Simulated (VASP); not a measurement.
Input of a VASP 6.6.1 run:

File INCAR:

```
  PREC = Accurate
  ENCUT = 600
  EDIFF = 1E-6
  ISMEAR = 0
  SIGMA = 0.1
  LREAL = False
  LASPH = True
  NELM = 200
  ALGO = Normal
  ISIF = 2
  LWAVE = False
  LCHARG = False
  ISPIN = 2
  MAGMOM = 0 0 0 0 0 2.66 0.21 0.26 0.26 0.21 0 0 0 0 0
  LORBIT = 11
  LMAXMIX = 6
  GGA = PE
  NBANDS = 72
  GGA_COMPAT = False
  KPAR = 4
```

KPOINTS

```
Automatic mesh
0
Gamma
  8 8 4
```

Contents of POSCAR:

```
NaTb2Sc2FeO9
1.0
    3.8602685405      0.0000000000      0.0000000000
    0.0000000000      3.8602685405      0.0000000000
    0.0000000000      0.0000000000     12.4060401774
Na Tb Sc Fe O
1 2 2 1 9
Direct
    0.0000000000      0.0000000000      0.5000000000
    0.0000000000      0.0000000000      0.8210236204
    0.0000000000      0.0000000000      0.1789763796
    0.5000000000      0.5000000000      0.3374887645
    0.5000000000      0.5000000000      0.6625112355
    0.5000000000      0.5000000000      0.0000000000
    0.0000000000      0.5000000000      0.0000000000
    0.5000000000      0.5000000000      0.8576737731
    0.5000000000      0.5000000000      0.1423262269
    0.5000000000      0.0000000000      0.0000000000
    0.0000000000      0.5000000000      0.2879013827
    0.0000000000      0.5000000000      0.7120986173
    0.5000000000      0.5000000000      0.5000000000
    0.5000000000      0.0000000000      0.2879013827
    0.5000000000      0.0000000000      0.7120986173
```

Potentials or basis: VASP PAW PBE potentials, release 64 (Na_pv, Tb_3, Sc_sv, Fe, O), 4f in core.

Launch:

```sh
$ cat potpaw_PBE.64/Na_pv/POTCAR potpaw_PBE.64/Tb_3/POTCAR potpaw_PBE.64/Sc_sv/POTCAR potpaw_PBE.64/Fe/POTCAR potpaw_PBE.64/O/POTCAR > POTCAR
$ mpirun -np 4 vasp_std > vasp.out
```

Task: Estimate the largest force.

Result: 0.191 eV/Å.

Task: What does it give for the net moment?

Result: 3.59 μB per cell.

Task: Estimate the site moments.

Result: Na -0.00; Tb +0.01; Sc +0.00; Fe +2.51; O +0.14, +0.21, +0.02, +0.00 (each value once) μB.

Forces on the atoms (eV/Å):
```
Na   0.000  0.000  0.000
Tb   0.000  0.000  0.138
Tb   0.000  0.000 -0.138
Sc   0.000  0.000  0.044
Sc   0.000  0.000 -0.044
Fe   0.000  0.000  0.000
O    0.000  0.000  0.000
O    0.000  0.000 -0.191
O    0.000  0.000  0.191
O    0.000  0.000  0.000
O    0.000  0.000 -0.010
O    0.000  0.000  0.010
O    0.000  0.000  0.000
O    0.000  0.000 -0.010
O    0.000  0.000  0.010
```

Caveat: the magnetic or orbital state may not be the lowest; a cell with one magnetic atom can't hold antiferromagnetic order, which such compounds often take.
